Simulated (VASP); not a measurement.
# LiCl2 (Fm-3m) in VASP: further runs, part 2 of 2

VASP 6.6.1. Earlier steps stand in the parts before.

**3. Relaxation of cell and atoms, PBE**

The input, INCAR:

```
  PREC = Accurate
  ENCUT = 600
  EDIFF = 1E-6
  ISMEAR = 0
  SIGMA = 0.1
  LREAL = F
  LASPH = T
  NELM = 100
  ALGO = Normal
  ISIF = 3
  LWAVE = F
  LCHARG = F
  GGA = PE
  IBRION = 2
  NSW = 100
  EDIFFG = -0.01
```

The input, KPOINTS:

```
Automatic mesh
0
Gamma
  12 12 12
```

The input, POSCAR:

```
LiCl2
1.0
    0.0000000000      3.1509255407      3.1509255407
    3.1509255407      0.0000000000      3.1509255407
    3.1509255407      3.1509255407      0.0000000000
Li Cl
1 2
Direct
    0.0000000000      0.0000000000      0.0000000000
    0.2500000000      0.2500000000      0.2500000000
    0.7500000000      0.7500000000      0.7500000000
```

Potentials or basis: VASP PAW PBE potentials, release 64 (Li_sv, Cl).

Launch:

```
> cat potpaw_PBE.64/Li_sv/POTCAR potpaw_PBE.64/Cl/POTCAR > POTCAR
> mpirun -np 1 vasp_std > vasp.out
```

OUTCAR:

```text
PREC = Accurate
   ENCUT = 600
   EDIFF = 1E-6
   ISMEAR = 0
   LREAL = F
   LASPH = T
   NELM = 100
   ISIF = 3
   GGA = PE
   IBRION = 2
   NSW = 100
   EDIFFG = -0.01

 ion  position               nearest neighbor table
   1  0.000  0.000  0.000-
   2  0.250  0.250  0.250-
   3  0.750  0.750  0.750-

  LATTYP: Found a face centered cubic cell.
 ALAT       =     6.3018510814

  Lattice vectors:

 A1 = (   0.0000000000,   3.1509255407,   3.1509255407)
 A2 = (   3.1509255407,   0.0000000000,   3.1509255407)
 A3 = (   3.1509255407,   3.1509255407,   0.0000000000)

Analysis of symmetry for initial positions (statically):
=====================================================================
 Subroutine PRICEL returns:
 Original cell was already a primitive cell.

 Routine SETGRP: Setting up the symmetry group for a
 face centered cubic supercell.

 Subroutine GETGRP returns: Found 48 space group operations
 (whereof 48 operations were pure point group operations)
 out of a pool of 48 trial point group operations.

The static configuration has the point symmetry O_h .

Analysis of symmetry for dynamics (positions and initial velocities):
=====================================================================
 Subroutine PRICEL returns:
 Original cell was already a primitive cell.

 Routine SETGRP: Setting up the symmetry group for a
 face centered cubic supercell.

 Subroutine GETGRP returns: Found 48 space group operations
 (whereof 48 operations were pure point group operations)
 out of a pool of 48 trial point group operations.

The dynamic configuration has the point symmetry O_h .

 Subroutine INISYM returns: Found 48 space group operations
[... 173 lines left out ...]
      4.72639      4.72639      4.72639        -0.000000     -0.000000     -0.000000
 -----------------------------------------------------------------------------------
    total drift:                                0.000000      0.000000      0.000000

  FREE ENERGIE OF THE ION-ELECTRON SYSTEM (eV)
  ---------------------------------------------------
  free  energy   TOTEN  =        -8.1336029740 eV

  energy  without entropy=       -8.1139562052  energy(sigma->0) =       -8.12377959

--------------------------------------- Ionic step        2  -------------------------------------------

 number of electron      17.0000004 magnetization

 Free energy of the ion-electron system (eV)
  ---------------------------------------------------
  ext. energy  EPLUGINS =         0.00000000
  ---------------------------------------------------
  free energy    TOTEN  =        -8.13367234 eV

  energy without entropy =       -8.11409623  energy(sigma->0) =       -8.12388428

 E-fermi :   0.4456     XC(G=0):  -8.3702

 val. band max:        0.4454404749   @ k =  -0.4167   0.2500   0.0000
 cond. band min:       0.4493211164   @ k =  -0.3333   0.3333   0.1667
 fundamental gap:      0.0038806415
 Fermi energy:         0.4455784944

 k-point     1 :       0.0000    0.0000    0.0000
  band No.  band energies     occupation
      1     -43.9973      2.00000
      2     -13.8945      2.00000
      3     -12.1684      2.00000
      4      -1.8102      2.00000
      5      -1.8102      2.00000
      6      -1.8102      2.00000
      7       0.0671      2.00000
      8       0.0671      2.00000
      9       0.0671      2.00000
     10       6.7926      0.00000
     11       7.7049      0.00000
     12       7.7049      0.00000
[... 331 lines left out ...]
 k-point    24 :      -0.4167    0.1667    0.0000
  band No.  band energies     occupation
      1     -43.9971      2.00000
      2     -13.0965      2.00000
      3     -12.9851      2.00000
      4      -2.4255      2.00000
      5      -1.8480      2.00000
      6      -1.7037      2.00000
      7      -0.8314      2.00000
      8      -0.6043      2.00000
      9       0.0485      2.00000
     10       9.2196      0.00000
     11       9.5277      0.00000
     12      10.0589      0.00000

 [... further k-points ...]
[... 5 lines left out ...]
  --------------------------------------------------------------------------------------
  -------------------------------------------------------------------------------------
  Total       -0.0232081     -0.0232081     -0.0232081      0.0000000      0.0000000     -0.0000000
  in kB       -0.5955325     -0.5955325     -0.5955325      0.0000000      0.0000000     -0.0000000
  external PRESSURE =      -0.5955325 kB  Pullay stress =       0.0000000 kB

 VOLUME and BASIS-vectors are now :
 -----------------------------------------------------------------------------
  energy-cutoff  :      600.00
  volume of cell :       62.44
      direct lattice vectors                 reciprocal lattice vectors
     0.000000000  3.148752574  3.148752574    -0.158793042  0.158793042  0.158793042
     3.148752574 -0.000000000  3.148752574     0.158793042 -0.158793042  0.158793042
     3.148752574  3.148752574 -0.000000000     0.158793042  0.158793042 -0.158793042

 POSITION                                       TOTAL-FORCE (eV/Angst)
 -----------------------------------------------------------------------------------
      0.00000      0.00000      0.00000        -0.000000     -0.000000      0.000000
      1.57438      1.57438      1.57438        -0.000000     -0.000000     -0.000000
      4.72313      4.72313      4.72313         0.000000      0.000000      0.000000
 -----------------------------------------------------------------------------------
    total drift:                                0.000000      0.000000      0.000000

  FREE ENERGIE OF THE ION-ELECTRON SYSTEM (eV)
  ---------------------------------------------------
  free  energy   TOTEN  =        -8.1336723376 eV

  energy  without entropy=       -8.1140962316  energy(sigma->0) =       -8.12388428

 reached required accuracy - stopping structural energy minimisation
```

Run time: 2.3 min. Hardware: 1 thread of Intel Xeon 8259CL, shared host; peak memory 0.23 GiB.

What came out:

```yaml
Free_energy: -8.1337 eV
Relaxed_volume: 20.81 Å³/atom
Relaxed_cell: a = 4.453 Å, b = 4.453 Å, c = 4.453 Å, α = 60.00°, β = 60.00°, γ = 60.00°
Space_group_after_relaxing_to_0.1_Å: Fm-3m (No. 225)
Energy_gained_by_relaxing: 0.0 meV/atom
Ionic_steps: 2
Pressure_after_relaxing: -0.1 GPa
Band_gap_on_the_k_mesh: zero (an odd number of electrons rules out a gap without spin polarisation)
```

Final structure:
```cif
data_structure
_symmetry_space_group_name_H-M 'P 1'
_symmetry_Int_Tables_number 1
_cell_length_a 4.4530
_cell_length_b 4.4530
_cell_length_c 4.4530
_cell_angle_alpha 60.000
_cell_angle_beta 60.000
_cell_angle_gamma 60.000
_cell_volume 62.44
loop_
_atom_site_label
_atom_site_type_symbol
_atom_site_fract_x
_atom_site_fract_y
_atom_site_fract_z
_atom_site_occupancy
Li1 Li 0.00000 0.00000 0.00000 1
Cl1 Cl 0.25000 0.25000 0.25000 1
Cl2 Cl 0.75000 0.75000 0.75000 1
```

Levels at points of the mesh, in eV from the Fermi level:
| k point | band 7 | band 8 | band 9 | band 10 | band 11 | band 12 |
| --- | --- | --- | --- | --- | --- | --- |
| (0.00, 0.00, 0.00) | -0.38 | -0.38 | -0.38 | 6.35 | 7.26 | 7.26 |
| (0.50, 0.00, 0.00) | -1.69 | -1.53 | -1.53 | 9.02 | 9.08 | 9.63 |
| (0.50, 0.50, 0.00) | 0.08 | 0.08 | 0.44 | 6.64 | 8.22 | 11.37 |

Caveat: the cutoff is under 1.25 times the usual one of these potentials, so pressure, stress and relaxed cells hold a basis-set (Pulay) error; an odd number of electrons without spin polarisation forces a metal; a magnetic or distorted state may lie lower.
